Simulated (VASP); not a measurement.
Cd3HgSe4: relaxation of cell and atoms with PBE

Crystal: Cd3HgSe4.

```xyz
8
Lattice="6.2228 0.0000 0.0000 0.0000 6.2228 0.0000 0.0000 0.0000 6.2228" Properties=species:S:1:pos:R:3 pbc="T T T"
Cd    3.1114    0.0000    0.0000
Cd    0.0000    0.0000    3.1114
Cd    0.0000    3.1114    0.0000
Hg    3.1114    3.1114    3.1114
Se    4.6795    1.5434    4.6795
Se    4.6795    4.6795    1.5434
Se    1.5434    1.5434    1.5434
Se    1.5434    4.6795    4.6795
```

- Program: VASP 6.6.1
- Task: relaxation of cell and atoms
- Functional: PBE
- Potentials or basis: VASP PAW PBE potentials, release 64 (Cd, Hg, Se)
- Cutoff: 600 eV
- k mesh: 6 × 6 × 6
- Occupations: gaussian, width 0.01 eV
- Spin: no spin polarisation
- Dipole correction: no
- Further INCAR settings: ALGO = Normal; EDIFF = 1e-06; IBRION = 2; EDIFFG = -0.01; NSW = 100; ISIF = 3

| Property | Result |
| --- | --- |
| Relaxed volume | 30.11 Å³/atom |
| Relaxed cell | a = 6.222 Å, b = 6.222 Å, c = 6.222 Å, α = 90.00°, β = 90.00°, γ = 90.00° |
| Space group after relaxing (to 0.1 Å) | P-43m (No. 215) |
| Energy gained by relaxing | 0.0 meV/atom |
| Ionic steps | 2 |
| Pressure after relaxing | 0.0 GPa |
| Largest force after relaxing | 0.010 eV/Å |
| Band gap on the k mesh | 0.09 eV |

Forces on the atoms (eV/Å):
```
Cd   0.000  0.000  0.000
Cd   0.000  0.000  0.000
Cd   0.000  0.000  0.000
Hg   0.000  0.000  0.000
Se  -0.006  0.006 -0.006
Se  -0.006 -0.006  0.006
Se   0.006  0.006  0.006
Se   0.006 -0.006 -0.006
```

Final structure:
```
Cd Hg Se
1.0
     6.22178    0.00000    0.00000
     0.00000    6.22178    0.00000
     0.00000    0.00000    6.22178
Cd Hg Se
3 1 4
Direct
  0.50000 0.00000 0.00000
  0.00000 0.00000 0.50000
  0.00000 0.50000 0.00000
  0.50000 0.50000 0.50000
  0.75192 0.24808 0.75192
  0.75192 0.75192 0.24808
  0.24808 0.24808 0.24808
  0.24808 0.75192 0.75192
```

Levels at points of the mesh, in eV from the valence-band top:
```
           k point  band 32  band 33  band 34  band 35  band 36  band 37  band 38  band 39  band 40  band 41
(0.00, 0.00, 0.00)    -1.70    -1.70     0.00     0.00     0.00     0.09     2.91     3.24     3.24     3.24
(0.50, 0.00, 0.00)    -2.00    -1.03    -1.03    -0.88    -0.88     2.61     3.00     3.93     4.20     4.42
(0.50, 0.50, 0.00)    -1.84    -0.85    -0.72    -0.66    -0.66     2.63     3.46     3.46     3.53     5.78
(0.50, 0.50, 0.50)    -0.76    -0.76    -0.59    -0.59    -0.59     1.32     2.23     2.23     2.23     6.30
```

It took 2.7 min on 1 thread of Intel(R) Xeon(R) 6975P-C (Granite Rapids), on a shared host, peak memory 0.52 GiB.

Caveat: spin-orbit coupling is left out, which moves the levels of the heavy elements.
